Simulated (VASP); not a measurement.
Runs of VASP 6.6.1 on Fe. Symmetry: Im-3m, No. 229, cubic system. The conventional cell has a = 2.869 Å, b = 2.869 Å, c = 2.869 Å, α = 90.00°, β = 90.00°, γ = 90.00°. Within 3.3 Å of Fe (site symmetry m-3m) lie 14 Fe at 2.48 to 2.87 Å. 

```csv
spin,fixed moment (μB),pressure (GPa),moment (μB)
"collinear, ferromagnetic start",2.03,-10.5,2.03
"collinear, zero start",0.0,-24.4,0.00
"collinear, ferromagnetic start",1.52,-16.6,1.52
"collinear, ferromagnetic start",3.05,(b),3.05
"collinear, ferromagnetic start",3.56,(a),3.56
"collinear, ferromagnetic start",4.07,60.2,4.07
"collinear, ferromagnetic start",-,(c),2.24
```

Alike in all rows: task single point; level PBE; potentials or basis VASP PAW PBE potentials, release 64 (Fe); cell as given; k mesh 14 × 14 × 14; cutoff (eV) 600; smearing gaussian 0.1 eV.

Task: Fill in the values left out.

Result: (a) 33.6; (b) 14.6; (c) -7.3.

Caveats: the total moment is fixed, so each spin has its own Fermi level (some runs).
